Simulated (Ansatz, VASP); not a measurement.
Sb in VASP and in Ansatz

```
Sb
1.0
     3.35453    0.00000    0.00000
    -1.67727    2.90511    0.00000
     0.00000    0.00000    5.47016
Sb
2
Cartesian
  1.6773 0.9684 4.1026
  0.0000 1.9367 1.3675
```

Alike in both runs: task single point; functional PBE; k mesh 9 × 9 × 5; occupations gaussian, width 0.015 eV; no spin polarisation.

|  | VASP | Ansatz |
| --- | --- | --- |
| version | VASP 6.6.1 | Ansatz 0.2.0 |
| potentials or method | VASP PAW PBE potentials, release 64 (Sb) | Ansatz PAW |
| plane-wave cutoff (eV) | 520 | 420 |
| valence electrons in the cell | 10 | 30 |

Ansatz gave:

| Quantity | Value |
| --- | --- |
| gap on the k mesh at the Fermi level (eV) | none |
| pressure (GPa) | 1.5 |
| traceless stress, the component that is largest in VASP (GPa) | 0.47 |

Task: Which values does VASP return?

Result: gap on the k mesh at the Fermi level (eV): none; pressure (GPa): 1.4; traceless stress, the component that is largest in VASP (GPa): 0.50.

A gap of «none» marks a metal or a gap that the smearing closes. VASP's potentials hold 10 valence electrons a cell and Ansatz's 30, so a difference there can come from the potentials and not from the codes.

Spin-orbit coupling is off throughout.
